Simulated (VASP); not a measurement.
Crystal: BiTe3As.

```
Bi Te As
1.0
    10.39075   -2.10431   -0.05981
    10.39075    2.10431   -0.05981
    -0.88939    0.00000    7.29488
Bi Te As
2 6 2
Direct
  0.66402 0.66402 0.05450
  0.33598 0.33598 0.94550
  0.92862 0.92862 0.15620
  0.07138 0.07138 0.84380
  0.74453 0.74453 0.72698
  0.42657 0.42657 0.62770
  0.57343 0.57343 0.37230
  0.25547 0.25547 0.27302
  0.14091 0.14091 0.55887
  0.85909 0.85909 0.44113
```

Base run:

```yaml
Program: VASP 6.6.1
Functional: r2SCAN
Potentials_or_basis: VASP PAW PBE potentials, release 64 (Bi_d, Te, As)
Cutoff: 520 eV
k_mesh: 6 × 6 × 4
Occupations: gaussian, width 0.01 eV
Spin: no spin polarisation
```

Its results: band gap on the k mesh 0.47 eV (least direct gap 0.55 eV); pressure 0.9 GPa; largest force 0.013 eV/Å.

Problem. The run is repeated on the same cell with these changes: functional from r2SCAN to PBE; occupations from gaussian, width 0.01 eV to fermi-dirac, width 0.02 eV. What comes out?

Solution. Band gap on the k mesh 0.30 eV (least direct gap 0.39 eV); pressure 1.6 GPa; largest force 0.221 eV/Å.

Caveats: spin-orbit coupling is left out, which moves the levels of the heavy elements; the PAW data sets were made with another functional, which shifts forces and pressure a little (at least some runs).

A k mesh can miss the band edges.
